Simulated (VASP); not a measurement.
Input of a VASP 6.6.1 run:

The input INCAR:

```
PREC = Accurate
ENCUT = 520
EDIFF = 1E-7
ISMEAR = -1
SIGMA = 0.05
LREAL = F
LASPH = T
NELM = 80
ALGO = Normal
ISIF = 2
LWAVE = F
LCHARG = F
GGA = CA
NBANDS = 11
```

File KPOINTS:

```
regular mesh
0
Gamma
  10 10 10
```

POSCAR

```
AlN
1.0
    0.0000000000      2.1839935596      2.1839935596
    2.1839935596      0.0000000000      2.1839935596
    2.1839935596      2.1839935596      0.0000000000
Al N
1 1
Direct
    0.0000000000      0.0000000000      0.0000000000
    0.2500000000      0.2500000000      0.2500000000
```

Potentials or basis: VASP PAW LDA potentials, release 64 (Al, N).

The run is started by

```bash
$ cat potpaw_LDA.64/Al/POTCAR potpaw_LDA.64/N/POTCAR > POTCAR
$ mpirun -np 1 vasp_std > vasp.out
```

**Question.** Predict the pressure.

**Answer.** -3.0 GPa.

**Question.** Predict the band gap on the k mesh.

**Answer.** 3.22 eV, indirect (least direct gap 4.23 eV).

A k mesh can miss the band edges.
